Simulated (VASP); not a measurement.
# Cu in VASP: a series of runs

Cu is run at these levels: PBEsol; tasks: electric field gradients.

Everything below comes from runs of VASP 6.6.1. Logs are shortened: lines on timing, memory, paths and dates and some standing lists are left out, and cuts for length are marked.

## 1. The cell of the first run

It takes space group I4/mmm (No. 139, tetragonal). The conventional cell has a = 2.480 Å, b = 2.480 Å, c = 3.615 Å, α = 90.00°, β = 90.00°, γ = 90.00°. Cu (site symmetry 4/mmm) has 12 Cu at 2.48 to 2.52 Å within 3.3 Å.

## 2. Electric field gradients, PBEsol (equal xx and yy strain of -3 %)

Input file INCAR:

```
PREC = Accurate ; ENCUT = 520
EDIFF = 1E-8 ; ISMEAR = -1
SIGMA = 0.08 ; LREAL = F
LASPH = T ; NELM = 100
ALGO = Normal ; ISIF = 2
LWAVE = F ; LCHARG = F
GGA = PS ; LEFG = T
NBANDS = 12
```

Input file KPOINTS:

```
Automatic mesh
0
Gamma
  19 19 19
```

Input file POSCAR:

```
Cu
1.0
    0.0000000000      1.7532750000      1.8075000000
    1.7532750000      0.0000000000      1.8075000000
    1.7532750000      1.7532750000      0.0000000000
Cu
1
Direct
    0.0000000000      0.0000000000      0.0000000000
```

Potentials or basis: VASP PAW PBE potentials, release 64 (Cu).

Started as:

```console
cat potpaw_PBE.64/Cu/POTCAR > POTCAR
mpirun -np 1 vasp_std > vasp.out
```

OUTCAR:

```text
PREC = Accurate
   ENCUT = 520
   EDIFF = 1E-8
   ISMEAR = -1
   LREAL = F
   LASPH = T
   NELM = 100
   ISIF = 2
   GGA = PS

 ion  position               nearest neighbor table
   1  0.000  0.000  0.000-

  LATTYP: Found a body centered tetragonal cell.
 ALAT       =     2.4795052836
 C/A-ratio  =     1.4579521262

  Lattice vectors:

 A1 = (  -1.7532750000,   0.0000000000,   1.8075000000)
 A2 = (   1.7532750000,   0.0000000000,   1.8075000000)
 A3 = (   0.0000000000,   1.7532750000,  -1.8075000000)

Analysis of symmetry for initial positions (statically):
=====================================================================
 Subroutine PRICEL returns:
 Original cell was already a primitive cell.

 Routine SETGRP: Setting up the symmetry group for a
 body centered tetragonal supercell.

 Subroutine GETGRP returns: Found 16 space group operations
 (whereof 16 operations were pure point group operations)
 out of a pool of 16 trial point group operations.

The static configuration has the point symmetry D_4h.

Analysis of symmetry for dynamics (positions and initial velocities):
=====================================================================
 Subroutine PRICEL returns:
 Original cell was already a primitive cell.

 Routine SETGRP: Setting up the symmetry group for a
 body centered tetragonal supercell.

 Subroutine GETGRP returns: Found 16 space group operations
 (whereof 16 operations were pure point group operations)
 out of a pool of 16 trial point group operations.

The dynamic configuration has the point symmetry D_4h.

 Subroutine INISYM returns: Found 16 space group operations
 (whereof 16 operations are pure point group operations),
 and found     1 'primitive' translations

----------------------------------------------------------------------------------------

                                     Primitive cell

  volume of cell :      11.1124

  direct lattice vectors                    reciprocal lattice vectors
     0.000000000  1.753275000  1.807500000    -0.285180591  0.285180591  0.276625173
     1.753275000  0.000000000  1.807500000     0.285180591 -0.285180591  0.276625173
     1.753275000  1.753275000  0.000000000     0.285180591  0.285180591 -0.276625173

  length of vectors
     2.518140083  2.518140083  2.479505284     0.489057691  0.489057691  0.489057691

  position of ions in fractional coordinates (direct lattice)
     0.000000000  0.000000000  0.000000000

  ion indices of the primitive-cell ions
   primitive index   ion index
                 1           1

----------------------------------------------------------------------------------------

 KPOINTS: Automatic mesh

Automatic generation of k-mesh.
 Grid dimensions read from file:
 generate k-points for:   19   19   19

 Generating k-lattice:

  Cartesian coordinates                     Fractional coordinates (reciprocal lattice)
    -0.015009505  0.015009505  0.014559220     0.052631579  0.000000000  0.000000000
     0.015009505 -0.015009505  0.014559220     0.000000000  0.052631579  0.000000000
     0.015009505  0.015009505 -0.014559220     0.000000000  0.000000000  0.052631579

  Length of vectors
     0.025739878  0.025739878  0.025739878

  Shift w.r.t. Gamma in fractional coordinates (k-lattice)
     0.000000000  0.000000000  0.000000000

 Subroutine IBZKPT returns following result:
 ===========================================

 Found    550 irreducible k-points:

 Following reciprocal coordinates:
            Coordinates               Weight
  0.000000  0.000000  0.000000      1.000000
  0.052632 -0.000000  0.000000      8.000000
  0.105263 -0.000000  0.000000      8.000000
  0.157895 -0.000000  0.000000      8.000000
  0.210526 -0.000000  0.000000      8.000000
  0.263158 -0.000000  0.000000      8.000000
[... 16 lines left out ...]
 -0.315789  0.052632  0.000000      8.000000
 -0.263158  0.052632  0.000000      8.000000
 [... further k-points ...]
   k-points           NKPTS =    550   k-points in BZ     NKDIM =    550   number of bands    NBANDS=     12
   number of dos      NEDOS =    301   number of ions     NIONS =      1
   total plane-waves  NPLWV =   7200
   dimension x,y,z NGX =    20 NGY =   20 NGZ =   18
   dimension x,y,z NGXF=    40 NGYF=   40 NGZF=   36
   ions per type =               1
   NGX,Y,Z   is equivalent  to a cutoff of  13.20, 13.20, 12.07 a.u.
   NGXF,Y,Z  is equivalent  to a cutoff of  26.41, 26.41, 24.14 a.u.
 SYSTEM =  unknown system
   PREC   = accura    normal or accurate (medium, high low for compatibility)
   ISTART =      0    job   : 0-new  1-cont  2-samecut
   ICHARG =      2    charge: 1-file 2-atom 10-const
   ISPIN  =      1    spin polarized calculation?
   LNONCOLLINEAR =      F non collinear calculations
   LSORBIT =      F    spin-orbit coupling
   LASPH  =      T    aspherical Exc in radial PAW
   ENCUT  =  520.0 eV  38.22 Ry    6.18 a.u.   4.68  4.68  4.61*2*pi/ulx,y,z
   NELM   =    100;   NELMIN=  2; NELMDL= -5     # of ELM steps
   EDIFF  = 0.1E-07   stopping-criterion for ELM
   LREAL  =      F    real-space projection
   EDIFFG = 0.1E-06   stopping-criterion for IOM
   NSW    =      0    number of steps for IOM
   IBRION =     -1    ionic relax: 0-MD 1-quasi-New 2-CG
   NFREE  =      0    steps in history (QN), initial steepest desc. (CG)
   ISIF   =      2    stress and relaxation
   ISYM   =      2    0-nonsym 1-usesym 2-fastsym
   POTIM  = 0.5000    time-step for ionic-motion
   TEBEG  =    0.0;   TEEND  =   0.0 temperature during run
   PSTRESS=    0.0 pullay stress
   NELECT =      11.0000    total number of electrons
   NUPDOWN=      -1.0000    fix difference up-down
   EMIN   =  10.00;   EMAX   =-10.00  energy-range for DOS
   EFERMI =   0.00;   METHOD = LEGACY
   ISMEAR =    -1;   SIGMA  =   0.08  broadening in eV -4-tet -1-fermi 0-gaus
   EFERMI_NEDOS =   21; number of points for ismear=-14 and -15
   IALGO  =     38    algorithm
   IMIX   =      4    mixing-type and parameters
     AMIX     =   0.40;   BMIX     =  1.00
     AMIX_MAG =   1.60;   BMIX_MAG =  1.00
  volume/ion in A,a.u.               =      11.11        74.99
  Fermi-wavevector in a.u.,A,eV,Ry     =   1.631560  3.083200 36.218526  2.661987
  Thomas-Fermi vector in A             =   2.723675
   LORBIT       =      0    0 simple, 1 ext, 2 COOP (PROOUT), +10 PAW based schemes
   GGA     = PS    functional components
   LHFCALC =     F    Hartree Fock is set to
   AEXX    =    0.0000 exact exchange contribution
   IVDW    =     0    specifies the selected vdW correction
   LEPSILON=     F    determine dielectric tensor
   LRPA    =     F    only Hartree local field effects (RPA)
 non-spin polarized calculation
  energy-cutoff  :      520.00
  volume of cell :       11.11
 maximum number of plane-waves:       318
   NGX =  9   NGY =  9   NGZ =  9

 number of electron      10.9999996 magnetization

 Free energy of the ion-electron system (eV)
  ---------------------------------------------------
  ext. energy  EPLUGINS =         0.00000000
  ---------------------------------------------------
  free energy    TOTEN  =        -4.30632439 eV

  energy without entropy =       -4.29962677  energy(sigma->0) =       -4.30297558

 E-fermi :   8.2187     XC(G=0): -13.2679

 val. band max:        8.2064391946   @ k =   0.4737   0.4211   0.0526
 cond. band min:       8.2286568259   @ k =  -0.1579   0.3158   0.2632
 fundamental gap:      0.0222176313
 Fermi energy:         8.2187363627

 k-point     1 :       0.0000    0.0000    0.0000
  band No.  band energies     occupation
      1      -1.6871      2.00000
      2       4.8426      2.00000
      3       5.0087      2.00000
      4       5.0087      2.00000
      5       5.7792      2.00000
      6       5.9459      2.00000
      7      31.2646      0.00000
      8      34.2321      0.00000
      9      34.4047      0.00000
     10      34.4047      0.00000
     11      36.8585      0.00000
     12      36.8586      0.00000

 k-point     2 :       0.0526   -0.0000    0.0000
  band No.  band energies     occupation
      1      -1.5815      2.00000
      2       4.8483      2.00000
      3       5.0003      2.00000
      4       5.0297      2.00000
      5       5.7725      2.00000
      6       5.9354      2.00000
      7      30.7626      0.00000
      8      32.9428      0.00000
      9      33.9447      0.00000
     10      34.0765      0.00000
     11      37.3383      0.00000
     12      37.3978      0.00000
[... 316 lines left out ...]
 k-point    24 :      -0.2632    0.0526    0.0000
  band No.  band energies     occupation
      1       1.1137      2.00000
      2       4.6468      2.00000
      3       5.0163      2.00000
      4       5.2055      2.00000
      5       5.9366      2.00000
      6       6.1815      2.00000
      7      19.6146      0.00000
      8      28.3096      0.00000
      9      32.2786      0.00000
     10      33.7158      0.00000
     11      36.1915      0.00000
     12      37.0885      0.00000

 [... further k-points ...]
[... 5 lines left out ...]
  --------------------------------------------------------------------------------------
  -------------------------------------------------------------------------------------
  Total        0.3160193      0.3160193      0.1688204      0.0000000      0.0000000      0.0000000
  in kB       45.5633667     45.5633667     24.3403666      0.0000000      0.0000000      0.0000000
  external PRESSURE =      38.4890333 kB  Pullay stress =       0.0000000 kB

 VOLUME and BASIS-vectors are now :
 -----------------------------------------------------------------------------
  energy-cutoff  :      520.00
  volume of cell :       11.11
      direct lattice vectors                 reciprocal lattice vectors
     0.000000000  1.753275000  1.807500000    -0.285180591  0.285180591  0.276625173
     1.753275000  0.000000000  1.807500000     0.285180591 -0.285180591  0.276625173
     1.753275000  1.753275000  0.000000000     0.285180591  0.285180591 -0.276625173

 POSITION                                       TOTAL-FORCE (eV/Angst)
 -----------------------------------------------------------------------------------
      0.00000      0.00000      0.00000         0.000000     -0.000000     -0.000000
 -----------------------------------------------------------------------------------
    total drift:                                0.000000      0.000000      0.000000

  FREE ENERGIE OF THE ION-ELECTRON SYSTEM (eV)
  ---------------------------------------------------
  free  energy   TOTEN  =        -4.3063243870 eV

  energy  without entropy=       -4.2996267724  energy(sigma->0) =       -4.30297558

 Electric field gradients (V/A^2)
---------------------------------------------------------------------
 ion       V_xx      V_yy      V_zz      V_xy      V_xz      V_yz
---------------------------------------------------------------------
   1      -0.347    -0.347     0.693    -0.009     0.002     0.002
---------------------------------------------------------------------

 Electric field gradients after diagonalization (V/A^2)
 (convention: |V_zz| > |V_xx| > |V_yy|)
----------------------------------------------------------------------
 ion       V_xx      V_yy      V_zz     asymmetry (V_yy - V_xx)/ V_zz
----------------------------------------------------------------------
   1      -0.356    -0.338     0.693       0.026
----------------------------------------------------------------------

           NMR quadrupolar parameters

 Cq : quadrupolar parameter    Cq=e*Q*V_zz/h
 eta: asymmetry parameters     (V_yy - V_xx)/ V_zz
 Q  : nuclear electric quadrupole moment in mb (millibarn)
----------------------------------------------------------------------
 ion       Cq(MHz)       eta       Q (mb)
----------------------------------------------------------------------
   1       0.002       0.026       1.000
----------------------------------------------------------------------
```

It took 27 s on 1 thread of Intel Xeon 6975P-C (Granite Rapids), shared host; peak memory 0.18 GiB.

What came out:

```yaml
Free_energy: -4.3063 eV
Pressure: 3.8 GPa
```

Electric field gradients, principal values (V/Å²):
| atom | least | middle | greatest (by size) |
| --- | --- | --- | --- |
| 1 Cu | -0.338 | -0.356 | 0.693 |

Caveat: the cell differs from its parent crystal (equal xx and yy strain of -3 %); without QUAD_EFG the Cq values of the log hold for a quadrupole moment of 1 mb, not for the nuclei; the PAW data sets were made with another functional, which shifts forces and pressure a little.

## 3. Electric field gradients, PBEsol (zz strain of -2 %)

Input file INCAR:

```
SYSTEM = Cu
PREC = Accurate
ENCUT = 520
EDIFF = 1E-8
ISMEAR = -1
SIGMA = 0.08
LREAL = .False.
LASPH = .True.
NELM = 80
ALGO = Normal
ISIF = 2
LWAVE = .False.
LCHARG = .False.
GGA = PS
LEFG = .True.
NBANDS = 12
```

Input file KPOINTS:

```
regular mesh
0
Gamma
  19 19 19
  0 0 0
```

Input file POSCAR:

```
Cu
1.0
    0.0000000000      1.8075000000      1.7713500000
    1.8075000000      0.0000000000      1.7713500000
    1.8075000000      1.8075000000      0.0000000000
Cu
1
Direct
    0.0000000000      0.0000000000      0.0000000000
```

Potentials or basis: VASP PAW PBE potentials, release 64 (Cu).

Started as:

```console
cat potpaw_PBE.64/Cu/POTCAR > POTCAR
mpirun -np 1 vasp_std > vasp.out
```

OUTCAR:

```text
SYSTEM = Cu
   PREC = Accurate
   ENCUT = 520
   EDIFF = 1E-8
   ISMEAR = -1
   LREAL = .False.
   LASPH = .True.
   NELM = 80
   ISIF = 2
   GGA = PS

 ion  position               nearest neighbor table
   1  0.000  0.000  0.000-

  LATTYP: Found a body centered tetragonal cell.
 ALAT       =     2.5561910140
 C/A-ratio  =     1.3859292911

  Lattice vectors:

 A1 = (   0.0000000000,  -1.8075000000,  -1.7713500000)
 A2 = (   0.0000000000,   1.8075000000,  -1.7713500000)
 A3 = (   1.8075000000,   0.0000000000,   1.7713500000)
[... 564 lines left out ...]
    total drift:                                0.000000      0.000000      0.000000

  FREE ENERGIE OF THE ION-ELECTRON SYSTEM (eV)
  ---------------------------------------------------
  free  energy   TOTEN  =        -4.3083956219 eV

  energy  without entropy=       -4.3014121216  energy(sigma->0) =       -4.30490387

 Electric field gradients (V/A^2)
---------------------------------------------------------------------
 ion       V_xx      V_yy      V_zz      V_xy      V_xz      V_yz
---------------------------------------------------------------------
   1       0.022     0.022    -0.045     0.001     0.003     0.003
---------------------------------------------------------------------

 Electric field gradients after diagonalization (V/A^2)
 (convention: |V_zz| > |V_xx| > |V_yy|)
----------------------------------------------------------------------
 ion       V_xx      V_yy      V_zz     asymmetry (V_yy - V_xx)/ V_zz
----------------------------------------------------------------------
   1       0.024     0.021    -0.045       0.055
----------------------------------------------------------------------

           NMR quadrupolar parameters

 Cq : quadrupolar parameter    Cq=e*Q*V_zz/h
 eta: asymmetry parameters     (V_yy - V_xx)/ V_zz
 Q  : nuclear electric quadrupole moment in mb (millibarn)
----------------------------------------------------------------------
 ion       Cq(MHz)       eta       Q (mb)
----------------------------------------------------------------------
   1      -0.000       0.055       1.000
----------------------------------------------------------------------
```

OSZICAR:

```text
N       E                     dE             d eps       ncg     rms          rms(c)
DAV:   1     0.419926309321E+02    0.41993E+02   -0.53710E+03 14560   0.154E+03
DAV:   2    -0.407134160269E+01   -0.46064E+02   -0.42418E+02 13656   0.206E+02
DAV:   3    -0.539464714295E+01   -0.13233E+01   -0.13155E+01 15324   0.400E+01
DAV:   4    -0.540249286455E+01   -0.78457E-02   -0.78446E-02 15000   0.272E+00
DAV:   5    -0.540256267347E+01   -0.69809E-04   -0.69808E-04 15604   0.264E-01    0.842E+00
DAV:   6    -0.475901959735E+01    0.64354E+00   -0.17395E+01 15684   0.794E+01    0.429E+00
DAV:   7    -0.432266953670E+01    0.43635E+00   -0.26803E+00 15716   0.310E+01    0.578E-01
DAV:   8    -0.431021922898E+01    0.12450E-01   -0.54921E-03 15380   0.117E+00    0.318E-01
DAV:   9    -0.430838741337E+01    0.18318E-02   -0.10056E-02 16236   0.171E+00    0.221E-02
DAV:  10    -0.430839453283E+01   -0.71195E-05   -0.31094E-05 18680   0.897E-02    0.607E-03
DAV:  11    -0.430839562137E+01   -0.10885E-05   -0.50765E-07 16336   0.125E-02    0.372E-04
DAV:  12    -0.430839562187E+01   -0.49386E-09   -0.11195E-08 10572   0.166E-03
   1 F= -.43083956E+01 E0= -.43049039E+01  d E =-.698350E-02
```

stdout:

```text
POSCAR found type information on POSCAR Cu
 POSCAR found :  1 types and       1 ions
 scaLAPACK will be used
 -----------------------------------------------------------------------------
|                                                                             |
|                                                                             |
|     You enforced a specific xc type in the INCAR file but a different       |
|     I HOPE YOU KNOW WHAT YOU ARE DOING!                                     |
|                                                                             |
 -----------------------------------------------------------------------------

 LDA part: xc-table for (Slater+PW92), standard interpolation
 POSCAR, INCAR and KPOINTS ok, starting setup
 FFT: planning ... GRIDC
 FFT: planning ... GRID_SOFT
 FFT: planning ... GRID
 WAVECAR not read
 entering main loop
ion   1
```

Wall time 26 s (1 thread of Intel Xeon 6975P-C (Granite Rapids), shared host); peak memory 0.18 GiB.

What came out:

- Free energy: -4.3084 eV
- Pressure: -3.0 GPa

Stress tensor (GPa, compression positive):
```
-3.25  0.00  0.00
 0.00 -3.25  0.00
 0.00  0.00 -2.39
```

Levels at points of the mesh, in eV from the Fermi level:
```csv
k point,band 4,band 5,band 6,band 7,band 8,band 9
"(0.00, 0.00, 0.00)",-3.06,-2.32,-2.22,22.72,25.46,25.46
```

Caveat: the cell differs from its parent crystal (zz strain of -2 %); without QUAD_EFG the Cq values of the log hold for a quadrupole moment of 1 mb, not for the nuclei; the PAW data sets were made with another functional, which shifts forces and pressure a little.

(Part 1 of 2 ends here.)
